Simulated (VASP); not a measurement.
# ZrSi2 (Cmcm) in VASP: a series of runs, part 2 of 2

VASP 6.6.1.

**4. Single point, PBE+D4**

The input, INCAR:

```
PREC     = Accurate       # precision mode
ENCUT    = 520            # plane-wave cutoff, eV
EDIFF    = 1E-6           # SCF threshold, eV
ISMEAR   = 0              # smearing method
SIGMA    = 0.05           # smearing width, eV
LREAL    = F              # projectors in reciprocal space
LASPH    = T              # aspherical terms in the spheres
NELM     = 100            # most SCF steps
ALGO     = Normal         # electronic algorithm
ISIF     = 2              # what is computed and relaxed
LWAVE    = F              # write WAVECAR
LCHARG   = F              # write CHGCAR
GGA      = PE             # functional
IVDW     = 13             # dispersion correction
NBANDS   = 29             # bands
```

The input, KPOINTS:

```
regular mesh
0
Gamma
  6 6 6
```

The input, POSCAR:

```
ZrSi2
1.0
    1.8581510001     -7.3459593984      0.0000000000
    1.8581510001      7.3459593984      0.0000000000
    0.0000000000      0.0000000000      3.6725538926
Zr Si
2 4
Direct
    0.6046286350      0.3953713650      0.2500000000
    0.3953713650      0.6046286350      0.7500000000
    0.9462977221      0.0537022779      0.2500000000
    0.0537022779      0.9462977221      0.7500000000
    0.2499904891      0.7500095109      0.2500000000
    0.7500095109      0.2499904891      0.7500000000
```

Potentials or basis: VASP PAW PBE potentials, release 64 (Zr_sv, Si).

The run is started by

```bash
$ cat potpaw_PBE.64/Zr_sv/POTCAR potpaw_PBE.64/Si/POTCAR > POTCAR
$ mpirun -np 1 vasp_std > vasp.out
```

OUTCAR:

```text
PREC = Accurate
   ENCUT = 520
   EDIFF = 1E-6
   ISMEAR = 0
   LREAL = F
   LASPH = T
   NELM = 100
   ISIF = 2
   GGA = PE
   IVDW = 13

 ion  position               nearest neighbor table
   1  0.605  0.395  0.250-   4 2.72   4 2.72   4 2.72   4 2.72   6 2.82   6 2.82   5 2.83   5 2.83
                             3 2.98   3 2.98   2 3.58   2 3.58
   2  0.395  0.605  0.750-   3 2.72   3 2.72   3 2.72   3 2.72   5 2.82   5 2.82   6 2.83   6 2.83
                             4 2.98   4 2.98   1 3.58   1 3.58
   3  0.946  0.054  0.250-   4 2.42   4 2.42   2 2.72   2 2.72   2 2.72   2 2.72   1 2.98   1 2.98

   4  0.054  0.946  0.750-   3 2.42   3 2.42   1 2.72   1 2.72   1 2.72   1 2.72   2 2.98   2 2.98

   5  0.250  0.750  0.250-   6 2.61   6 2.61   6 2.61   6 2.61   2 2.82   2 2.82   1 2.83   1 2.83

   6  0.750  0.250  0.750-   5 2.61   5 2.61   5 2.61   5 2.61   1 2.82   1 2.82   2 2.83   2 2.83

  LATTYP: Found a base centered orthorhombic cell.
 ALAT       =     3.7163020002
 B/A-ratio  =     3.9533705269
 C/A-ratio  =     0.9882280537

  Lattice vectors:

 A1 = (   1.8581510001,  -7.3459593984,   0.0000000000)
 A2 = (   1.8581510001,   7.3459593984,   0.0000000000)
 A3 = (   0.0000000000,   0.0000000000,   3.6725538926)

Analysis of symmetry for initial positions (statically):
=====================================================================
 Subroutine PRICEL returns:
 Original cell was already a primitive cell.

 Routine SETGRP: Setting up the symmetry group for a
 base centered orthorhombic supercell.

 Subroutine GETGRP returns: Found  8 space group operations
 (whereof  4 operations were pure point group operations)
 out of a pool of  8 trial point group operations.

The static configuration has the point symmetry C_2h.
 The point group associated with its full space group is D_2h.

Analysis of symmetry for dynamics (positions and initial velocities):
=====================================================================
 Subroutine PRICEL returns:
 Original cell was already a primitive cell.

 Routine SETGRP: Setting up the symmetry group for a
 base centered orthorhombic supercell.

 Subroutine GETGRP returns: Found  8 space group operations
 (whereof  4 operations were pure point group operations)
 out of a pool of  8 trial point group operations.

The dynamic configuration has the point symmetry C_2h.
 The point group associated with its full space group is D_2h.

 Subroutine INISYM returns: Found  8 space group operations
 (whereof  4 operations are pure point group operations),
 and found     1 'primitive' translations

----------------------------------------------------------------------------------------

                                     Primitive cell

  volume of cell :     100.2600

  direct lattice vectors                    reciprocal lattice vectors
     1.858151000 -7.345959398  0.000000000     0.269084698 -0.068064629  0.000000000
     1.858151000  7.345959398  0.000000000     0.269084698  0.068064629  0.000000000
     0.000000000  0.000000000  3.672553893     0.000000000  0.000000000  0.272290082

  length of vectors
     7.577324371  7.577324371  3.672553893     0.277559666  0.277559666  0.272290082

[... 46 lines left out ...]
  0.166667  0.000000  0.000000      4.000000
  0.333333  0.000000  0.000000      4.000000
  0.500000  0.000000  0.000000      2.000000
  0.166667  0.166667  0.000000      2.000000
  0.333333  0.166667  0.000000      4.000000
[... 16 lines left out ...]
  0.333333  0.333333  0.166667      4.000000
  0.500000  0.333333  0.166667      8.000000
 [... further k-points ...]
   k-points           NKPTS =     52   k-points in BZ     NKDIM =     52   number of bands    NBANDS=     29
   number of dos      NEDOS =    301   number of ions     NIONS =      6
   total plane-waves  NPLWV =  87808
   dimension x,y,z NGX =    56 NGY =   56 NGZ =   28
   dimension x,y,z NGXF=   112 NGYF=  112 NGZF=   56
   ions per type =               2   4
   NGX,Y,Z   is equivalent  to a cutoff of  12.29, 12.29, 12.67 a.u.
   NGXF,Y,Z  is equivalent  to a cutoff of  24.57, 24.57, 25.35 a.u.
 SYSTEM =  unknown system
   PREC   = accura    normal or accurate (medium, high low for compatibility)
   ISTART =      0    job   : 0-new  1-cont  2-samecut
   ICHARG =      2    charge: 1-file 2-atom 10-const
   ISPIN  =      1    spin polarized calculation?
   LNONCOLLINEAR =      F non collinear calculations
   LSORBIT =      F    spin-orbit coupling
   LASPH  =      T    aspherical Exc in radial PAW
   ENCUT  =  520.0 eV  38.22 Ry    6.18 a.u.  14.09 14.09  6.83*2*pi/ulx,y,z
   NELM   =    100;   NELMIN=  2; NELMDL= -5     # of ELM steps
   EDIFF  = 0.1E-05   stopping-criterion for ELM
   LREAL  =      F    real-space projection
   EDIFFG = 0.1E-04   stopping-criterion for IOM
   NSW    =      0    number of steps for IOM
   IBRION =     -1    ionic relax: 0-MD 1-quasi-New 2-CG
   NFREE  =      0    steps in history (QN), initial steepest desc. (CG)
   ISIF   =      2    stress and relaxation
   ISYM   =      2    0-nonsym 1-usesym 2-fastsym
   POTIM  = 0.5000    time-step for ionic-motion
   TEBEG  =    0.0;   TEEND  =   0.0 temperature during run
   PSTRESS=    0.0 pullay stress
   NELECT =      40.0000    total number of electrons
   NUPDOWN=      -1.0000    fix difference up-down
   EMIN   =  10.00;   EMAX   =-10.00  energy-range for DOS
   EFERMI =   0.00;   METHOD = LEGACY
   ISMEAR =     0;   SIGMA  =   0.05  broadening in eV -4-tet -1-fermi 0-gaus
   EFERMI_NEDOS =   21; number of points for ismear=-14 and -15
   IALGO  =     38    algorithm
   IMIX   =      4    mixing-type and parameters
     AMIX     =   0.40;   BMIX     =  1.00
     AMIX_MAG =   1.60;   BMIX_MAG =  1.00
  volume/ion in A,a.u.               =      16.71       112.76
  Fermi-wavevector in a.u.,A,eV,Ry     =   1.205181  2.277462 19.761934  1.452461
  Thomas-Fermi vector in A             =   2.340885
   LORBIT       =      0    0 simple, 1 ext, 2 COOP (PROOUT), +10 PAW based schemes
   GGA     = PE    functional components
   LHFCALC =     F    Hartree Fock is set to
   AEXX    =    0.0000 exact exchange contribution
   IVDW    =    13    specifies the selected vdW correction
   LEPSILON=     F    determine dielectric tensor
   LRPA    =     F    only Hartree local field effects (RPA)
 non-spin polarized calculation
 Gauss-broadening in eV      SIGMA  =   0.05
  energy-cutoff  :      520.00
  volume of cell :      100.26
 maximum number of plane-waves:      2728
   NGX = 29   NGY = 29   NGZ = 13

 number of electron      39.9999999 magnetization

 Free energy of the ion-electron system (eV)
  ---------------------------------------------------
  ext. energy  EPLUGINS =         0.00000000
  ---------------------------------------------------
  free energy    TOTEN  =       -42.70826632 eV

  energy without entropy =      -42.70657091  energy(sigma->0) =      -42.70741861

 E-fermi :  10.1103     XC(G=0): -11.2763

 val. band max:       10.0927667413   @ k =  -0.3333   0.3333   0.0000
 cond. band min:      10.1216078428   @ k =   0.5000   0.5000   0.5000
 fundamental gap:      0.0288411015
 Fermi energy:        10.1103372780

 k-point     1 :       0.0000    0.0000    0.0000
  band No.  band energies     occupation
      1     -38.7277      2.00000
      2     -38.7140      2.00000
      3     -16.9663      2.00000
      4     -16.8262      2.00000
      5     -16.8020      2.00000
      6     -16.7926      2.00000
[... 757 lines left out ...]
     28      13.8813      0.00000
     29      13.9752      0.00000

 [... further k-points ...]

------------------------ aborting loop because EDIFF is reached ----------------------------------------

  DFT-D4 for vdW energy calculation

  Edisp (eV):   -2.14137

  FORCE on cell =-STRESS in cart. coord.  units (eV):
  Direction    XX          YY          ZZ          XY          YZ          ZX
  --------------------------------------------------------------------------------------
  -------------------------------------------------------------------------------------
  Total      -1.66180    -1.63379    -1.68169     0.00000    -0.00000     0.00000
  in kB     -26.55587   -26.10833   -26.87379     0.00000    -0.00000     0.00000
  external pressure =      -26.51 kB  Pullay stress =        0.00 kB

 VOLUME and BASIS-vectors are now :
 -----------------------------------------------------------------------------
  energy-cutoff  :      520.00
  volume of cell :      100.26
      direct lattice vectors                 reciprocal lattice vectors
     1.858151000 -7.345959398  0.000000000     0.269084698 -0.068064629  0.000000000
     1.858151000  7.345959398  0.000000000     0.269084698  0.068064629  0.000000000
     0.000000000  0.000000000  3.672553893     0.000000000  0.000000000  0.272290082

 POSITION                                       TOTAL-FORCE (eV/Angst)
 -----------------------------------------------------------------------------------
      1.85815     -1.53720      0.91814         0.000000     -0.021176     -0.000000
      1.85815      1.53720      2.75442         0.000000      0.021176      0.000000
      1.85815     -6.55697      0.91814         0.000000     -0.011386      0.000000
      1.85815      6.55697      2.75442         0.000000      0.011386      0.000000
      1.85815      3.67312      0.91814         0.000000     -0.007896      0.000000
      1.85815     -3.67312      2.75442         0.000000      0.007896      0.000000
 -----------------------------------------------------------------------------------
    total drift:                                0.000000     -0.000000     -0.000000

  FREE ENERGIE OF THE ION-ELECTRON SYSTEM (eV)
  ---------------------------------------------------
  free  energy   TOTEN  =       -44.8496389330 eV

  energy  without entropy=      -44.8479435241  energy(sigma->0) =      -44.84879123
```

It took 8.5 min on 1 thread of Intel Xeon 8259CL, shared host; peak memory 0.35 GiB.

Results:

```
Free energy                : -44.8496 eV
Pressure                   : -2.7 GPa
Largest force              : 0.021 eV/Å
Band gap on the k mesh     : zero (bands 20 and 21 overlap by 0.76 eV)
Dispersion energy per atom : -0.357 eV
```

Forces in eV/Å, atoms in the order of the input:
```
Zr   0.000 -0.021  0.000
Zr   0.000  0.021  0.000
Si   0.000 -0.011  0.000
Si   0.000  0.011  0.000
Si   0.000 -0.008  0.000
Si   0.000  0.008  0.000
```

**5. Single point, PBE+D4 (16.69 Å³/atom)**

The input, INCAR:

```
SYSTEM = ZrSi2
PREC = Accurate ; ENCUT = 520
EDIFF = 1E-7 ; ISMEAR = 0
SIGMA = 0.05 ; LREAL = .False.
LASPH = .True. ; NELM = 80
ALGO = Normal ; ISIF = 2
LWAVE = .False. ; LCHARG = .False.
GGA = PE ; IVDW = 13
NBANDS = 29
```

The input, KPOINTS:

```
regular mesh
0
Gamma
  6 6 6
  0 0 0
```

The input, POSCAR:

```
ZrSi2
1.0
    1.8563661515     -7.3446756545      0.0000000000
    1.8563661515      7.3446756545      0.0000000000
    0.0000000000      0.0000000000      3.6719269130
Zr Si
2 4
Direct
    0.6047637587      0.3952362413      0.2500000000
    0.3952362413      0.6047637587      0.7500000000
    0.9463684182      0.0536315818      0.2500000000
    0.0536315818      0.9463684182      0.7500000000
    0.2500716062      0.7499283938      0.2500000000
    0.7499283938      0.2500716062      0.7500000000
```

The run is started by

```bash
$ cat potpaw_PBE.64/Zr_sv/POTCAR potpaw_PBE.64/Si/POTCAR > POTCAR
$ mpirun -np 1 vasp_std > vasp.out
```

It took 9.5 min on 1 thread of Intel Xeon 8259CL, shared host; peak memory 0.34 GiB.

It converged, with:

```yaml
Free_energy: -44.8517 eV
Pressure: -2.5 GPa
Largest_force: 0.007 eV/Å
Band_gap_on_the_k_mesh: zero (bands 20 and 21 overlap by 0.77 eV)
Dispersion_energy_per_atom: -0.357 eV
```

Forces in eV/Å, atoms in the order of the input:
```
Zr   0.000  0.007  0.000
Zr   0.000 -0.007  0.000
Si   0.000 -0.001  0.000
Si   0.000  0.001  0.000
Si   0.000  0.002  0.000
Si   0.000 -0.002  0.000
```

Stress tensor (GPa, compression positive):
```
-2.44  0.00  0.00
 0.00 -2.43  0.00
 0.00  0.00 -2.56
```

Levels at points of the mesh, in eV from the Fermi level:
```csv
k point,band 16,band 17,band 18,band 19,band 20,band 21,band 22,band 23,band 24,band 25
"(0.00, 0.00, 0.00)",-2.49,-2.48,-2.45,-2.35,-0.12,1.01,1.38,1.39,1.52,2.00
"(0.50, 0.00, 0.00)",-2.61,-1.82,-1.55,-0.89,-0.51,-0.48,0.87,0.89,2.05,2.23
"(0.50, 0.50, 0.00)",-2.74,-2.66,-1.99,-1.50,0.27,0.93,1.08,1.39,1.64,2.13
"(0.00, 0.00, 0.50)",-2.54,-1.96,-1.96,-0.14,-0.14,0.12,0.12,1.49,1.49,2.23
"(0.50, 0.00, 0.50)",-3.83,-3.27,-3.27,-2.22,-2.22,2.13,2.13,3.00,3.00,3.17
"(0.50, 0.50, 0.50)",-3.01,-2.32,-2.32,-0.97,-0.97,0.01,0.01,2.22,2.22,2.92
```

**6. The runs side by side**

```tsv
level	cell	gap on the mesh (eV)	pressure (GPa)	largest force (eV/Å)
revPBE	a = 7.577, b = 7.577, c = 3.673 Å, angles 90.0, 90.0, 151.6°, 6 atoms, atomic positions A	none	2.1	0.01
revPBE	a = 7.569, b = 7.569, c = 3.670 Å, angles 90.0, 90.0, 151.6°, 6 atoms, atomic positions B	none	2.4	0.02
PBE+D4	a = 7.577, b = 7.577, c = 3.673 Å, angles 90.0, 90.0, 151.6°, 6 atoms, atomic positions A	none	-2.7	0.02
PBE+D4	a = 7.576, b = 7.576, c = 3.672 Å, angles 90.0, 90.0, 151.6°, 6 atoms, atomic positions C	none	-2.5	0.01
```

Alike in all rows: task single point; potentials or basis VASP PAW PBE potentials, release 64 (Zr_sv, Si); no spin polarisation; k mesh 6 × 6 × 6; cutoff (eV) 520; smearing gaussian 0.05 eV.

The pressure there spans -2.7 GPa (PBE+D4) to 2.1 GPa (revPBE); a positive pressure means that this level wants a larger cell, a negative one a smaller.

Caveats: the PAW data sets were made with another functional, which shifts forces and pressure a little (at least some runs).

Total energies depend on the potentials used, so only differences within one code and one set of settings carry meaning.

The gap in the log of VASP goes by the Fermi energy; the results here count the filled bands.